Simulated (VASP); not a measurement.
AlCo: single point with PBEsol

AlCo, a slab with vacuum:

```
Al Co
1.0
     2.82259    0.00000    0.00000
     0.00000    3.99174    0.00000
     0.00000    0.00000   22.98761
Al Co
4 4
Direct
  0.00000 0.50000 0.36976
  0.00000 0.00000 0.45659
  0.00000 0.50000 0.54335
  0.00000 0.00000 0.63448
  0.50000 0.00000 0.36976
  0.50000 0.50000 0.45659
  0.50000 0.00000 0.54261
  0.50000 0.50000 0.62641
```

```json
{
 "Program": "VASP 6.6.1",
 "Task": "single point",
 "Functional": "PBEsol",
 "Potentials or basis": "VASP PAW PBE potentials, release 64 (Al, Co)",
 "Cutoff": "520 eV",
 "k mesh": "10 × 7 × 1",
 "Occupations": "gaussian, width 0.1 eV",
 "Spin": "no spin polarisation"
}
```

```json
{"Largest force": "0.650 eV/Å", "Band gap on the k mesh": "zero (band 24 reaches 1.20 eV, above the bottom of band 25 at 0.14 eV)"}
```

Forces in eV/Å, atoms in the order of the input:
```
Al   0.000  0.000 -0.595
Al   0.000  0.000 -0.294
Al   0.000  0.000 -0.005
Al   0.000  0.000 -0.010
Co   0.000  0.000  0.650
Co   0.000  0.000  0.231
Co   0.000  0.000  0.007
Co   0.000  0.000  0.015
```

Levels at points of the mesh, in eV from the Fermi level:
```
           k point  band 22  band 23  band 24  band 25  band 26  band 27
(0.00, 0.00, 0.00)    -0.47    -0.44    -0.43    -0.34    -0.28     1.12
(0.50, 0.00, 0.00)     0.00     0.02     0.52     0.73     1.02     1.58
```

Wall time 7.1 min on 1 thread of Intel(R) Xeon(R) Platinum 8259CL CPU @ 2.50GHz (Skylake/Cascade Lake) (shared host), peak memory 0.46 GiB.

Caveat: the PAW data sets were made with another functional, which shifts forces and pressure a little. Spin polarisation is off, so any magnetic state and its effect on volume and gap are missing.
